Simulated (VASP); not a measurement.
C:

```
C
1.0
     4.19141    0.00000    0.00000
    -2.09571    3.62987    0.00000
     0.00000    0.00000    3.79671
C
12
Direct
  0.36673 0.29689 0.64941
  0.70311 0.06984 0.31607
  0.93016 0.63327 0.98274
  0.63327 0.70311 0.14941
  0.29689 0.93016 0.81607
  0.06984 0.36673 0.48274
  0.06984 0.70311 0.35059
  0.29689 0.36673 0.01726
  0.63327 0.93016 0.68393
  0.93016 0.29689 0.85059
  0.70311 0.63327 0.51726
  0.36673 0.06984 0.18393
```

- Program: VASP 6.6.1
- Task: relaxation of cell and atoms
- Functional: PBE
- Potentials or basis: VASP PAW PBE potentials, release 64 (C)
- Cutoff: 600 eV
- k mesh: 6 × 6 × 4
- Occupations: gaussian, width 0.1 eV
- Spin: no spin polarisation

At the start: pressure 97.7 GPa; volume 4.81 Å³/atom.

Q: How do energy, volume and symmetry change on relaxing?

A: Over 9 steps the energy falls by 331.3 meV/atom and the volume is 5.93 Å³/atom (+23.1 %); space group P6_522 (No. 179, to 0.05 Å).

The path:
```tsv
step	energy change (eV)	largest force (eV/Å)	pressure (GPa)	volume (Å³)
1	0.0000	1.2716	97.70	57.76
2	-0.1048	1.9631	-53.12	85.79
3	-3.5643	1.4388	-4.65	70.17
4	-3.5712	1.4140	-1.73	69.62
5	-3.7251	1.6377	6.01	71.31
6	-3.9434	0.4162	1.47	70.62
7	-3.9674	0.2634	-0.30	71.25
8	-3.9755	0.0539	0.19	71.04
9	-3.9760	0.0295	0.16	71.13
```

Final structure:
```yaml
crystal:
  lattice:
    - [4.45270, 0.00000, 0.00000]
    - [-2.22635, 3.85615, 0.00000]
    - [0.00000, 0.00000, 4.14248]
  atoms:
    - { symbol: C, position: [0.36921, 0.31181, 0.65803] }
    - { symbol: C, position: [0.68819, 0.05740, 0.32470] }
    - { symbol: C, position: [0.94260, 0.63079, 0.99137] }
    - { symbol: C, position: [0.63079, 0.68819, 0.15803] }
    - { symbol: C, position: [0.31181, 0.94260, 0.82470] }
    - { symbol: C, position: [0.05740, 0.36921, 0.49136] }
    - { symbol: C, position: [0.05740, 0.68819, 0.34197] }
    - { symbol: C, position: [0.31181, 0.36921, 0.00863] }
    - { symbol: C, position: [0.63079, 0.94260, 0.67530] }
    - { symbol: C, position: [0.94260, 0.31181, 0.84197] }
    - { symbol: C, position: [0.68819, 0.63079, 0.50863] }
    - { symbol: C, position: [0.36921, 0.05740, 0.17530] }
```

Caveat: the volume moved by over 15 % at a fixed basis, so the end points are rough.
